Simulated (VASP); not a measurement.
A run of VASP 6.6.1 is set up as follows.

File INCAR:

```
ALGO = Normal
EDIFF = 1E-6
ENCUT = 520
GGA = PS
ISIF = 2
ISMEAR = -1
LASPH = T
LCHARG = T
LELF = T
LREAL = F
LVHAR = T
LWAVE = F
NBANDS = 52
NELM = 100
PREC = Accurate
SIGMA = 0.1
```

Contents of KPOINTS:

```
k-points
0
Gamma
  7 7 7
```

Contents of POSCAR:

```
Re3BiN
1.0
    5.9811101900      0.0000000000      0.0000000000
   -2.9905555900      5.1798033600      0.0000000000
   -2.9905555900      1.7266007900      4.9615836400
Bi N Re
2 2 6
Direct
    0.0000000000      0.0000000000      0.0000000000
    0.5000000000      0.5000000000      0.5000000000
    0.2228800000      0.7771200000      0.6686400000
    0.7228800000      0.2771200000      0.1686400000
    0.4056400000      0.0615600000      0.8663200000
    0.9384400000      0.4777600000      0.8663200000
    0.5222400000      0.5943600000      0.8663200000
    0.4384400000      0.0943600000      0.3663200000
    0.0222400000      0.5615600000      0.3663200000
    0.9056400000      0.9777600000      0.3663200000
```

Potentials or basis: VASP PAW PBE potentials, release 64 (Bi_d, N, Re).

Launch:

```bash
$ cat potpaw_PBE.64/Bi_d/POTCAR potpaw_PBE.64/N/POTCAR potpaw_PBE.64/Re/POTCAR > POTCAR
$ mpirun -np 1 vasp_std > vasp.out
```

(1) Estimate the pressure.

(2) Estimate the band gap on the k mesh.

(3) Estimate the largest force.

## Answers

(1) 5.9 GPa.

(2) zero (band 41 reaches 8.83 eV, above the bottom of band 42 at 8.54 eV).

(3) 8.895 eV/Å.

Caveat: the PAW data sets were made with another functional, which shifts forces and pressure a little; spin-orbit coupling is left out, which moves the levels of the heavy elements.
